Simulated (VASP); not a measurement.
**MgO: single point with PBE**

The system is MgO.

```
Mg O
1.0
     4.25367    0.00000    0.00000
     0.00000    4.25367    0.00000
     0.00000    0.00000    4.25367
Mg O
4 4
Direct
  0.00000 0.00000 0.00000
  0.00000 0.50000 0.50000
  0.50000 0.00000 0.50000
  0.50000 0.50000 0.00000
  0.50000 0.00000 0.00000
  0.50000 0.50000 0.50000
  0.00000 0.00000 0.50000
  0.00000 0.50000 0.00000
```

```json
{"Program": "VASP 6.6.1", "Task": "single point", "Functional": "PBE", "Potentials or basis": "VASP PAW PBE potentials, release 64 (Mg, O)", "Cutoff": "520 eV", "k mesh": "8 × 8 × 8", "Occupations": "methfessel-paxton, width 0.1 eV", "Spin": "no spin polarisation", "Dipole correction": "no", "Further INCAR settings": "ALGO = Normal; EDIFF = 1e-06; NBANDS = 26"}
```

| Item | Value |
| --- | --- |
| Pressure | -0.7 GPa |
| Band gap on the k mesh | 4.44 eV |

Levels at points of the mesh, in eV from the valence-band top:
```tsv
k point	band 14	band 15	band 16	band 17	band 18	band 19
(0.00, 0.00, 0.00)	0.00	0.00	0.00	4.44	9.08	9.08
(0.50, 0.00, 0.00)	-0.71	-0.71	-0.71	7.77	7.77	11.09
(0.50, 0.50, 0.00)	-0.62	-0.62	-0.62	9.21	9.21	9.21
(0.50, 0.50, 0.50)	-0.62	-0.62	-0.62	7.71	7.71	7.71
```

Wall time 47 s on 1 thread of Intel Xeon 8259CL, on a shared host, peak memory 0.2 GiB.

A k mesh can miss the band edges.
